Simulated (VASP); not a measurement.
# Si3N4 in VASP: notebook, part 2 of 2

VASP 6.6.1. Earlier steps stand in the parts before.

### Step 5. Single point, PBE (z stretched by -2 %, then relaxed in part)

Contents of INCAR:

```
SYSTEM = Si3N4
  PREC = Accurate
  ENCUT = 520
  EDIFF = 1E-7
  ISMEAR = -1
  SIGMA = 0.02
  LREAL = .FALSE.
  LASPH = .TRUE.
  NELM = 80
  ALGO = Normal
  ISIF = 2
  LWAVE = .FALSE.
  LCHARG = .FALSE.
  GGA = PE
  NBANDS = 45
```

Contents of KPOINTS:

```
Automatic mesh
0
G
  6 6 6
  0 0 0
```

Contents of POSCAR:

```
Si3N4
1.0
   -3.2373500000      3.2373500000      3.1726030000
    3.2373500000     -3.2373500000      3.1726030000
    3.2373500000      3.2373500000     -3.1726030000
Si N
6 8
Direct
    0.2500000000      0.1239981914      0.8739981914
    0.8760018086      0.2500000000      0.1260018086
    0.7500000000      0.3760018086      0.6260018086
    0.6239981914      0.7500000000      0.3739981914
    0.1250000000      0.8750000000      0.2500000000
    0.3750000000      0.6250000000      0.7500000000
    0.5604092827      0.5593909534      0.5610007639
    0.4406090466      0.5016098105      0.0010183293
    0.4983901895     -0.0005914812      0.9389992361
    0.0005914812      0.4395907173      0.4989816707
    0.9395907173      0.5005914812     -0.0010183293
    0.0593909534      0.0604092827      0.0610007639
    0.0016098105      0.9406090466      0.5010183293
    0.4994085188     -0.0016098105      0.4389992361
```

Potentials or basis: VASP PAW PBE potentials, release 64 (Si, N).

Launch:

```console
$ cat potpaw_PBE.64/Si/POTCAR potpaw_PBE.64/N/POTCAR > POTCAR
$ mpirun -np 1 vasp_std > vasp.out
```

OUTCAR:

```text
SYSTEM = Si3N4
   PREC = Accurate
   ENCUT = 520
   EDIFF = 1E-7
   ISMEAR = -1
   LREAL = .FALSE.
   LASPH = .TRUE.
   NELM = 80
   ISIF = 2
   GGA = PE

 ion  position               nearest neighbor table
   1  0.250  0.124  0.874-   8 1.74  12 1.74   9 1.74  13 1.74   5 2.99   6 2.99   2 3.01   4 3.01
                             2 3.01   4 3.01   5 3.02   6 3.02
   2  0.876  0.250  0.126-   9 1.74  11 1.74  12 1.74  10 1.74   5 2.99   6 2.99   3 3.01   3 3.01
                             1 3.01   1 3.01   6 3.02   5 3.02
   3  0.750  0.376  0.626-  10 1.74  14 1.74   7 1.74  11 1.74   6 2.99   5 2.99   4 3.01   2 3.01
                             4 3.01   2 3.01   5 3.02   6 3.02
   4  0.624  0.750  0.374-  13 1.74   7 1.74  14 1.74   8 1.74   6 2.99   5 2.99   3 3.01   1 3.01
                             3 3.01   1 3.01   6 3.02   5 3.02
   5  0.125  0.875  0.250-  11 1.74  12 1.74  13 1.74  14 1.74   3 2.99   1 2.99   2 2.99   4 2.99
                             3 3.02   1 3.02   4 3.02   2 3.02
   6  0.375  0.625  0.750-   7 1.74   8 1.74   9 1.74  10 1.74   2 2.99   4 2.99   3 2.99   1 2.99
                             2 3.02   1 3.02   4 3.02   3 3.02
   7  0.560  0.559  0.561-   6 1.74   4 1.74   3 1.74
   8  0.441  0.502  0.001-   6 1.74   1 1.74   4 1.74
   9  0.498  0.999  0.939-   6 1.74   2 1.74   1 1.74
  10  0.001  0.440  0.499-   6 1.74   3 1.74   2 1.74
  11  0.940  0.501  0.999-   5 1.74   2 1.74   3 1.74
  12  0.059  0.060  0.061-   5 1.74   1 1.74   2 1.74
  13  0.002  0.941  0.501-   5 1.74   4 1.74   1 1.74
  14  0.499  0.998  0.439-   5 1.74   3 1.74   4 1.74

  LATTYP: Found a body centered tetragonal cell.
 ALAT       =     6.4747000000
 C/A-ratio  =     0.9800000000

  Lattice vectors:

 A1 = (  -3.2373500000,   3.2373500000,   3.1726030000)
 A2 = (   3.2373500000,  -3.2373500000,   3.1726030000)
 A3 = (   3.2373500000,   3.2373500000,  -3.1726030000)

Analysis of symmetry for initial positions (statically):
=====================================================================
 Subroutine PRICEL returns:
 Original cell was already a primitive cell.

 Routine SETGRP: Setting up the symmetry group for a
 body centered tetragonal supercell.

 Subroutine GETGRP returns: Found  8 space group operations
 (whereof  1 operations were pure point group operations)
 out of a pool of 16 trial point group operations.

The static configuration has the point symmetry C_1 .
 The point group associated with its full space group is D_2d.

Analysis of symmetry for dynamics (positions and initial velocities):
=====================================================================
 Subroutine PRICEL returns:
 Original cell was already a primitive cell.

 Routine SETGRP: Setting up the symmetry group for a
 body centered tetragonal supercell.

 Subroutine GETGRP returns: Found  8 space group operations
 (whereof  1 operations were pure point group operations)
 out of a pool of 16 trial point group operations.

The dynamic configuration has the point symmetry C_1 .
 The point group associated with its full space group is D_2d.

 Subroutine INISYM returns: Found  8 space group operations
 (whereof  1 operations are pure point group operations),
 and found     1 'primitive' translations

[... 105 lines left out ...]
   ions per type =               6   8
   NGX,Y,Z   is equivalent  to a cutoff of  12.54, 12.54, 12.54 a.u.
   NGXF,Y,Z  is equivalent  to a cutoff of  25.07, 25.07, 25.07 a.u.
 SYSTEM =  Si3N4
   PREC   = accura    normal or accurate (medium, high low for compatibility)
   ISTART =      0    job   : 0-new  1-cont  2-samecut
   ICHARG =      2    charge: 1-file 2-atom 10-const
   ISPIN  =      1    spin polarized calculation?
   LNONCOLLINEAR =      F non collinear calculations
   LSORBIT =      F    spin-orbit coupling
   LASPH  =      T    aspherical Exc in radial PAW
   ENCUT  =  520.0 eV  38.22 Ry    6.18 a.u.  10.36 10.36 10.36*2*pi/ulx,y,z
   NELM   =     80;   NELMIN=  2; NELMDL= -5     # of ELM steps
   EDIFF  = 0.1E-06   stopping-criterion for ELM
   LREAL  =      F    real-space projection
   EDIFFG = 0.1E-05   stopping-criterion for IOM
   NSW    =      0    number of steps for IOM
   IBRION =     -1    ionic relax: 0-MD 1-quasi-New 2-CG
   NFREE  =      0    steps in history (QN), initial steepest desc. (CG)
   ISIF   =      2    stress and relaxation
   ISYM   =      2    0-nonsym 1-usesym 2-fastsym
   POTIM  = 0.5000    time-step for ionic-motion
   TEBEG  =    0.0;   TEEND  =   0.0 temperature during run
   PSTRESS=    0.0 pullay stress
   NELECT =      64.0000    total number of electrons
   NUPDOWN=      -1.0000    fix difference up-down
   EMIN   =  10.00;   EMAX   =-10.00  energy-range for DOS
   EFERMI =   0.00;   METHOD = LEGACY
   ISMEAR =    -1;   SIGMA  =   0.02  broadening in eV -4-tet -1-fermi 0-gaus
   EFERMI_NEDOS =   21; number of points for ismear=-14 and -15
   IALGO  =     38    algorithm
   IMIX   =      4    mixing-type and parameters
     AMIX     =   0.40;   BMIX     =  1.00
     AMIX_MAG =   1.60;   BMIX_MAG =  1.00
  volume/ion in A,a.u.               =       9.50        64.11
  Fermi-wavevector in a.u.,A,eV,Ry     =   1.282871  2.424276 22.391913  1.645759
  Thomas-Fermi vector in A             =   2.415158
   LORBIT       =      0    0 simple, 1 ext, 2 COOP (PROOUT), +10 PAW based schemes
   GGA     = PE    functional components
   LHFCALC =     F    Hartree Fock is set to
   AEXX    =    0.0000 exact exchange contribution
   IVDW    =     0    specifies the selected vdW correction
   LEPSILON=     F    determine dielectric tensor
   LRPA    =     F    only Hartree local field effects (RPA)
 non-spin polarized calculation
  energy-cutoff  :      520.00
  volume of cell :      133.00
 maximum number of plane-waves:      3601
 NGX is ok and might be reduce to    42
   NGX = 21   NGY = 21   NGZ = 21

 number of electron      64.0000011 magnetization

 Free energy of the ion-electron system (eV)
  ---------------------------------------------------
  ext. energy  EPLUGINS =         0.00000000
  ---------------------------------------------------
  free energy    TOTEN  =      -113.05329488 eV

  energy without entropy =     -113.05329488  energy(sigma->0) =     -113.05329488

 E-fermi :   8.4353     XC(G=0): -11.4738

 val. band max:        7.9325774515   @ k =   0.3333   0.3333   0.0000
 cond. band min:      12.0319860224   @ k =  -0.1667  -0.1667   0.1667
 fundamental gap:      4.0994085709
 Fermi energy:         8.4353261034

 k-point     1 :       0.0000    0.0000    0.0000
  band No.  band energies     occupation
      1     -10.4017      2.00000
      2      -7.4636      2.00000
      3      -7.4636      2.00000
      4      -7.4365      2.00000
      5      -6.9471      2.00000
      6      -6.9471      2.00000
[... 1117 lines left out ...]
     43      16.3399      0.00000
     44      16.5558      0.00000

 [... further k-points ...]

 [bands above 44 left out]

------------------------ aborting loop because EDIFF is reached ----------------------------------------

  FORCE on cell =-STRESS in cart. coord.  units (eV):
  Direction    XX          YY          ZZ          XY          YZ          ZX
  --------------------------------------------------------------------------------------
  -------------------------------------------------------------------------------------
  Total        4.7530120      4.7530120      7.6360276      0.0000000      0.0000000      0.0000000
  in kB       57.2564563     57.2564563     91.9862761      0.0000000      0.0000000      0.0000000
  external PRESSURE =      68.8330629 kB  Pullay stress =       0.0000000 kB

 VOLUME and BASIS-vectors are now :
 -----------------------------------------------------------------------------
  energy-cutoff  :      520.00
  volume of cell :      133.00
      direct lattice vectors                 reciprocal lattice vectors
    -3.237350000  3.237350000  3.172603000     0.000000000  0.154447310  0.157599296
     3.237350000 -3.237350000  3.172603000     0.154447310  0.000000000  0.157599296
     3.237350000  3.237350000 -3.172603000     0.154447310  0.154447310  0.000000000

 POSITION                                       TOTAL-FORCE (eV/Angst)
 -----------------------------------------------------------------------------------
      2.42153      3.23735     -1.58630        -0.004893      0.000000     -0.000000
     -1.61868      2.43450      3.17260        -0.000000      0.004893     -0.000000
      0.81582      3.23735      1.58630         0.004893      0.000000     -0.000000
      1.61868      0.80285      3.17260        -0.000000     -0.004893     -0.000000
      3.23735     -1.61868      2.37945        -0.000000      0.000000     -0.000000
      3.23735      1.61868      0.79315        -0.000000      0.000000     -0.000000
      1.81286      1.81945      1.77285        -0.003296      0.005184      0.010282
      0.20078     -0.19418      2.98606         0.005184      0.003296     -0.010282
      4.66184      1.41790      1.77285         0.003296     -0.005184      0.010282
      3.03657      0.19418     -0.18655        -0.005184     -0.003296     -0.010282
      1.81286      4.65525      1.39975        -0.003296     -0.005184     -0.010282
      0.20078      0.19418      0.18655         0.005184     -0.003296      0.010282
      4.66184     -1.41790      1.39975         0.003296      0.005184     -0.010282
      3.03657     -0.19418      3.35915        -0.005184      0.003296      0.010282
 -----------------------------------------------------------------------------------
    total drift:                                0.000000      0.000000     -0.000000

  FREE ENERGIE OF THE ION-ELECTRON SYSTEM (eV)
  ---------------------------------------------------
  free  energy   TOTEN  =      -113.0532948769 eV

  energy  without entropy=     -113.0532948769  energy(sigma->0) =     -113.05329488
```

Run time: 2.8 min. Hardware: 1 thread of Intel Xeon Platinum 8488C (Sapphire Rapids), shared host; peak memory 0.31 GiB.

Results:

* Free energy: -113.0533 eV
* Pressure: 6.9 GPa
* Largest force: 0.012 eV/Å
* Band gap on the k mesh: 4.10 eV (least direct gap 4.27 eV)

Forces on the atoms (eV/Å):
```
Si  -0.005  0.000  0.000
Si   0.000  0.005  0.000
Si   0.005  0.000  0.000
Si   0.000 -0.005  0.000
Si   0.000  0.000  0.000
Si   0.000  0.000  0.000
N   -0.003  0.005  0.010
N    0.005  0.003 -0.010
N    0.003 -0.005  0.010
N   -0.005 -0.003 -0.010
N   -0.003 -0.005 -0.010
N    0.005 -0.003  0.010
N    0.003  0.005 -0.010
N   -0.005  0.003  0.010
```

Stress tensor (GPa, compression positive):
```
5.73 0.00 0.00
0.00 5.73 0.00
0.00 0.00 9.20
```

Caveat: the cell differs from its parent crystal (z stretched by -2 %, then relaxed in part); the cell stands under pressure.

### Step 6. Single point, PBE (z stretched by -1 %, then relaxed in part)

Contents of INCAR:

```
  ALGO = Normal
  EDIFF = 1E-6
  ENCUT = 520
  GGA = PE
  ISIF = 2
  ISMEAR = -1
  LASPH = T
  LCHARG = F
  LREAL = F
  LWAVE = F
  NBANDS = 45
  NELM = 100
  PREC = Accurate
  SIGMA = 0.02
```

Contents of KPOINTS:

```
k-points
0
Gamma
  6 6 6
```

Contents of POSCAR:

```
Si3N4
1.0
   -3.2373500000      3.2373500000      3.2049765000
    3.2373500000     -3.2373500000      3.2049765000
    3.2373500000      3.2373500000     -3.2049765000
Si N
6 8
Direct
    0.2500000000      0.1245798500      0.8745798500
    0.8754201500      0.2500000000      0.1254201500
    0.7500000000      0.3754201500      0.6254201500
    0.6245798500      0.7500000000      0.3745798500
    0.1250000000      0.8750000000      0.2500000000
    0.3750000000      0.6250000000      0.7500000000
    0.5613143883      0.5607299537      0.5615322278
    0.4392700463      0.5008022741      0.0005844345
    0.4991977259     -0.0002178395      0.9384677722
    0.0002178395      0.4386856117      0.4994155655
    0.9386856117      0.5002178395     -0.0005844345
    0.0607299537      0.0613143883      0.0615322278
    0.0008022741      0.9392700463      0.5005844345
    0.4997821605     -0.0008022741      0.4384677722
```

Potentials or basis: VASP PAW PBE potentials, release 64 (Si, N).

Launch:

```console
$ cat potpaw_PBE.64/Si/POTCAR potpaw_PBE.64/N/POTCAR > POTCAR
$ mpirun -np 1 vasp_std > vasp.out
```

It took 2.1 min on 1 thread of Intel Xeon Platinum 8488C (Sapphire Rapids), shared host; peak memory 0.32 GiB.

The run converged. Its results:

- Free energy: -113.1162 eV
- Pressure: 4.2 GPa
- Largest force: 0.012 eV/Å
- Band gap on the k mesh: 4.11 eV (least direct gap 4.26 eV)

Forces in eV/Å, atoms in the order of the input:
```
Si  -0.009  0.000  0.000
Si   0.000  0.009  0.000
Si   0.009  0.000  0.000
Si   0.000 -0.009  0.000
Si   0.000  0.000  0.000
Si   0.000  0.000  0.000
N    0.011  0.004 -0.001
N    0.004 -0.011  0.001
N   -0.011 -0.004 -0.001
N   -0.004  0.011  0.001
N    0.011 -0.004  0.001
N    0.004  0.011 -0.001
N   -0.011  0.004  0.001
N   -0.004 -0.011 -0.001
```

Stress tensor (GPa, compression positive):
```
3.57 0.00 0.00
0.00 3.57 0.00
0.00 0.00 5.37
```

Levels at points of the mesh, in eV from the valence-band top:
| k point | band 28 | band 29 | band 30 | band 31 | band 32 | band 33 | band 34 | band 35 | band 36 | band 37 |
| --- | --- | --- | --- | --- | --- | --- | --- | --- | --- | --- |
| (0.00, 0.00, 0.00) | -1.93 | -0.16 | -0.16 | -0.15 | -0.06 | 4.58 | 4.63 | 4.71 | 4.74 | 4.74 |
| (0.50, 0.00, 0.00) | -2.01 | -1.29 | -1.29 | -0.02 | -0.01 | 5.00 | 5.03 | 5.99 | 6.01 | 6.42 |
| (0.50, 0.50, 0.00) | -1.99 | -1.28 | -1.28 | -0.01 | -0.01 | 5.02 | 5.02 | 6.06 | 6.06 | 6.33 |
| (0.50, 0.50, 0.50) | -1.94 | -1.90 | -1.90 | -1.20 | -1.20 | 5.43 | 5.43 | 5.46 | 5.46 | 5.48 |

Caveat: the cell differs from its parent crystal (z stretched by -1 %, then relaxed in part); the cell stands under pressure. A k mesh can miss the band edges.

### Step 7. Overview

| task | cell | gap on the mesh (eV) | pressure (GPa) | largest force (eV/Å) |
| --- | --- | --- | --- | --- |
| single point | a = 5.717 Å, angles 109.5°, 14 atoms, atomic positions A | 3.82 | -11.9 | - |
| relaxation of the atoms | atoms relaxed from a = 5.570 Å, angles 109.5°, 14 atoms, atomic positions B | 4.15 | 7.0 | - |
| single point | a = 5.552 Å, angles 108.7, 108.7, 111.1°, 14 atoms, atomic positions C | 4.07 | 9.7 | 0.02 |
| single point | a = 5.570 Å, angles 108.9, 108.9, 110.6°, 14 atoms, atomic positions D | 4.10 | 6.9 | 0.01 |
| single point | a = 5.589 Å, angles 109.2, 109.2, 110.0°, 14 atoms, atomic positions E | 4.11 | 4.2 | 0.01 |

Alike in all rows: level PBE; potentials or basis VASP PAW PBE potentials, release 64 (Si, N); no spin polarisation; k mesh 6 × 6 × 6; cutoff (eV) 520; smearing fermi-dirac 0.02 eV.

Caveats: the cell stands under pressure (at least some runs); the cell stands under tension (at least some runs); the stress differs along the axes, from 8 to 13 GPa (at least some runs).

Total energies depend on the potentials used, so only differences within one code and one set of settings carry meaning.
